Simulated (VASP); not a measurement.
TaN, 6 atoms in the cell. The structure is hexagonal, space group P6/mmm (No. 191). The conventional cell has a = 5.133 Å, b = 5.133 Å, c = 2.908 Å, α = 90.00°, β = 90.00°, γ = 120.00°. Ta (site symmetry 6/mmm) has 6 N at 2.57 Å and 14 Ta at 2.91 to 3.30 Å within 3.4 Å. Ta (site symmetry -6m2) has 6 N at 2.08 Å within 2.7 Å. N (site symmetry mmm) has 6 Ta at 2.08 to 2.57 Å and 4 N at 2.57 Å within 2.7 Å.  This cell differs from its parent crystal: equal xx and yy strain of -1 %.

* Program: VASP 6.6.1
* Task: electric field gradients
* Functional: LDA
* Potentials or basis: VASP PAW LDA potentials, release 64 (Ta_pv, N)
* Cutoff: 520 eV
* k mesh: 5 × 5 × 8
* Occupations: fermi-dirac, width 0.03 eV
* Spin: no spin polarisation
* Dipole correction: no
* Further INCAR settings: ALGO = Normal; EDIFF = 1e-08; NBANDS = 33

Potentials or basis: VASP PAW LDA potentials, release 64 (Ta_pv, N).

Command:

```console
$ cat potpaw_LDA.64/Ta_pv/POTCAR potpaw_LDA.64/N/POTCAR > POTCAR
$ mpirun -np 1 vasp_std > vasp.out
```

Hardware: 1 thread of AMD EPYC 7R13 (shared host).

Task: Estimate the wall time of this run.

Result: Wall time 92 s on 1 thread of AMD EPYC 7R13 (shared host), peak memory 0.16 GiB. Counts: scf iterations 16, k points 25.
